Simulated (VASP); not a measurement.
Here is a VASP 6.6.1 calculation.

INCAR

```
PREC = Accurate
ENCUT = 520
EDIFF = 1E-6
ISMEAR = 0
SIGMA = 0.05
LREAL = False
LASPH = True
NELM = 60
ALGO = Normal
ISIF = 2
LWAVE = False
LCHARG = False
GGA = PE
NBANDS = 15
```

The input KPOINTS:

```
regular mesh
0
Gamma
  10 10 10
```

POSCAR

```
KBr
1.0
    0.0000000000      3.3967925250      3.3967925250
    3.3967925250      0.0000000000      3.3967925250
    3.3967925250      3.3967925250      0.0000000000
K Br
1 1
Direct
    0.0000000000      0.0000000000      0.0000000000
    0.5000000000      0.5000000000      0.5000000000
```

Potentials or basis: VASP PAW PBE potentials, release 64 (K_sv, Br).

Launch:

```sh
$ cat potpaw_PBE.64/K_sv/POTCAR potpaw_PBE.64/Br/POTCAR > POTCAR
$ mpirun -np 1 vasp_std > vasp.out
```

Task: Predict the band gap on the k mesh.

Result: 4.21 eV.

Task: What does it give for the pressure?

Result: -0.5 GPa.

A k mesh can miss the band edges. Expect the measured gap to be larger: semilocal functionals such as PBE lack the derivative discontinuity.
